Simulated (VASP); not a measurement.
Write the native input for VASP 6.6.1 that does the following.

* Task: relaxation of cell and atoms
* Functional: PBE
* Dispersion: D3(BJ)
* Potentials or basis: VASP PAW PBE potentials, release 64 (Nb_sv, Sn_d)
* Cutoff: 600 eV
* k mesh: 8 × 8 × 8
* Occupations: gaussian, width 0.1 eV
* Spin: no spin polarisation
* Dipole correction: no
* Further INCAR settings: ALGO = Normal; EDIFF = 1e-07; IBRION = 2; EDIFFG = -0.02; NSW = 70; ISIF = 3

The structure of Nb3Sn lies in POSCAR:

```
Nb3Sn
1.0
    5.3245644600      0.0000000000      0.0000000000
    0.0000000000      5.3245644600      0.0000000000
    0.0000000000      0.0000000000      5.3245644600
Nb Sn
6 2
Direct
    0.2500000000      0.0000000000      0.5000000000
    0.7500000000      0.0000000000      0.5000000000
    0.0000000000      0.5000000000      0.2500000000
    0.0000000000      0.5000000000      0.7500000000
    0.5000000000      0.7500000000      0.0000000000
    0.5000000000      0.2500000000      0.0000000000
    0.0000000000      0.0000000000      0.0000000000
    0.5000000000      0.5000000000      0.5000000000
```

One way to write it, as run:

INCAR

```
SYSTEM = Nb3Sn
ALGO = Normal ; EDIFF = 1E-7
EDIFFG = -0.02 ; ENCUT = 600
GGA = PE ; IBRION = 2
ISIF = 3 ; ISMEAR = 0
IVDW = 12 ; LASPH = .True.
LCHARG = .False. ; LREAL = .False.
LWAVE = .False. ; NELM = 100
NSW = 70 ; PREC = Accurate
SIGMA = 0.1
```

KPOINTS

```
k-points
0
Gamma
  8 8 8
  0 0 0
```

Potentials or basis: VASP PAW PBE potentials, release 64 (Nb_sv, Sn_d).

Launch:

```bash
$ cat potpaw_PBE.64/Nb_sv/POTCAR potpaw_PBE.64/Sn_d/POTCAR > POTCAR
$ mpirun -np 1 vasp_std > vasp.out
```

It gave:

```json
{
 "Relaxed volume": "18.13 Å³/atom",
 "Relaxed cell": "a = 5.254 Å, b = 5.254 Å, c = 5.254 Å, α = 90.00°, β = 90.00°, γ = 90.00°",
 "Space group after relaxing (to 0.05 Å)": "Pm-3n (No. 223)",
 "Energy gained by relaxing": "16.0 meV/atom",
 "Ionic steps": "3",
 "Pressure after relaxing": "-0.2 GPa",
 "Band gap on the k mesh": "zero (band 53 reaches 11.90 eV, above the bottom of band 54 at 11.31 eV)",
 "Dispersion energy per atom": "-0.693 eV"
}
```

Caveat: spin-orbit coupling is left out, which moves the levels of the heavy elements; pairwise dispersion overbinds metals, which lowers pressure and volume.

It took 43 min on 1 thread of AMD EPYC 7R43 64-Core Processor (Zen 3) (shared host), peak memory 0.51 GiB.
